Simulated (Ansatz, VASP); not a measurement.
# AlCu3 in VASP and in Ansatz

File INCAR:

```
PREC     = Accurate       # precision mode
ENCUT    = 520            # plane-wave cutoff, eV
EDIFF    = 1E-6           # SCF threshold, eV
ISMEAR   = 0              # smearing method
SIGMA    = 0.15           # smearing width, eV
LREAL    = False          # projectors in reciprocal space
LASPH    = True           # aspherical terms in the spheres
NELM     = 80             # most SCF steps
ALGO     = Fast           # electronic algorithm
ISIF     = 2              # what is computed and relaxed
LWAVE    = False          # write WAVECAR
LCHARG   = True           # write CHGCAR
GGA      = CA             # functional
LELF     = True           # ELF
LVHAR    = True         
NBANDS   = 26             # bands
```

KPOINTS

```
Automatic mesh
0
Gamma
  12 12 12
```

Contents of POSCAR:

```
AlCu3
1.0
    3.5890258340      0.0000000000      0.0000000000
    0.0000000000      3.5890258340      0.0000000000
    0.0000000000      0.0000000000      3.5890258340
Al Cu
1 3
Direct
    0.0000000000      0.0000000000      0.0000000000
    0.5000000000      0.4893007179      0.0000000000
    0.5000000000      0.0000000000      0.5000000000
    0.0000000000      0.5106992821      0.5000000000
```

Input for Ansatz:

```yaml
crystal:
  lattice:
    - [3.589025834, 0.0, 0.0]
    - [0.0, 3.589025834, 0.0]
    - [0.0, 0.0, 3.589025834]
  atoms:
    - { symbol: Al, position: [0.0, 0.0, 0.0] }
    - { symbol: Cu, position: [0.5, 0.4893007179, 0.0] }
    - { symbol: Cu, position: [0.5, 0.0, 0.5] }
    - { symbol: Cu, position: [0.0, 0.5106992821, 0.5] }
basis:
  ecutwfc: 520.0
kpoints:
  mp_grid: { grid: [12, 12, 12] }
hamiltonian:
  xc: lda
  pseudopotentials: { kind: paw, azcp: { folder: soft_1 } }
scf:
  occupations: { method: gaussian, width: 0.15 }
output:
  forces: true
  stress: true
  eigenvalues: true
  write_density: true
  write_potential: true
  elf: true
  volumetric_format: npy
```

Change from the starting cell: mode 5 frozen in at -0.038 Å, equal normal strain along x, y and z +0.0000.

Alike in both runs: task single point; functional LDA; k mesh 12 × 12 × 12; occupations gaussian, width 0.15 eV; no spin polarisation.

```csv
,VASP,Ansatz
version,VASP 6.6.1,Ansatz 0.2.0
potentials or method,"VASP PAW LDA potentials, release 64 (Al, Cu), cutoff 520 eV","scalar-relativistic, plane waves, PAW"
valence electrons in the cell,36,60
```

```csv
,VASP,Ansatz,Ansatz less VASP
gap on the k mesh at the Fermi level (eV),none,none,-
pressure (GPa),0.7,0.1,-0.56
rms of the force components (eV/Å),0.105,0.103,-0.0016
```

Ansatz warns that its potentials were made for another functional, while VASP's fit it. LDA's correlation is that of Perdew and Zunger in VASP and of Perdew and Wang (1992) in Ansatz. Atom by atom the forces differ by 0.002 eV/Å (rms over components). A gap of «none» marks a metal or a gap that the smearing closes. VASP's potentials hold 36 valence electrons a cell and Ansatz's 60, so a difference there can come from the potentials and not from the codes.
